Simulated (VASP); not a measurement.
Set up this calculation in VASP 6.6.1, as the native input.

```yaml
Task: single point
Functional: LDA
Potentials_or_basis: VASP PAW LDA potentials, release 64 (Ba_sv, Ti_sv, O)
Cutoff: 520 eV
k_mesh: 6 × 6 × 6
Occupations: gaussian, width 0.01 eV
Spin: no spin polarisation
Dipole_correction: no
Further_INCAR_settings: ALGO = Normal; EDIFF = 1e-07; NBANDS = 28
```

The structure of BaTiO3 lies in POSCAR:

```
BaTiO3
1.0
    3.9723669980      0.0000000000      0.0000000000
    0.0000000000      3.9723669980      0.0000000000
    0.0000000000      0.0000000000      4.1122280131
Ba Ti O
1 1 3
Direct
    0.0000000000      0.0000000000     -0.0043575938
    0.5000000000      0.5000000000      0.4775259965
    0.5000000000      0.5000000000      0.0345448926
    0.5000000000      0.0000000000      0.5176433524
    0.0000000000      0.5000000000      0.5176433524
```

One way to write it, as run:

INCAR

```
ALGO = Normal
EDIFF = 1E-7
ENCUT = 520
GGA = CA
ISIF = 2
ISMEAR = 0
LASPH = T
LCHARG = F
LREAL = F
LWAVE = F
NBANDS = 28
NELM = 60
PREC = Accurate
SIGMA = 0.01
```

KPOINTS

```
k-points
0
Gamma
  6 6 6
```

Potentials or basis: VASP PAW LDA potentials, release 64 (Ba_sv, Ti_sv, O).

Run with:

```console
$ cat potpaw_LDA.64/Ba_sv/POTCAR potpaw_LDA.64/Ti_sv/POTCAR potpaw_LDA.64/O/POTCAR > POTCAR
$ mpirun -np 1 vasp_std > vasp.out
```

Results of the run:

| Property | Result |
| --- | --- |
| Pressure | -5.6 GPa |
| Largest force | 0.033 eV/Å |
| Band gap on the k mesh | 1.71 eV (least direct gap 2.21 eV) |

Caveat: the cell stands under tension; spin-orbit coupling is left out, which moves the levels of the heavy elements.

It took 46 s on 1 thread of Intel(R) Xeon(R) 6975P-C (Granite Rapids), with other jobs on the host, peak memory 0.2 GiB.
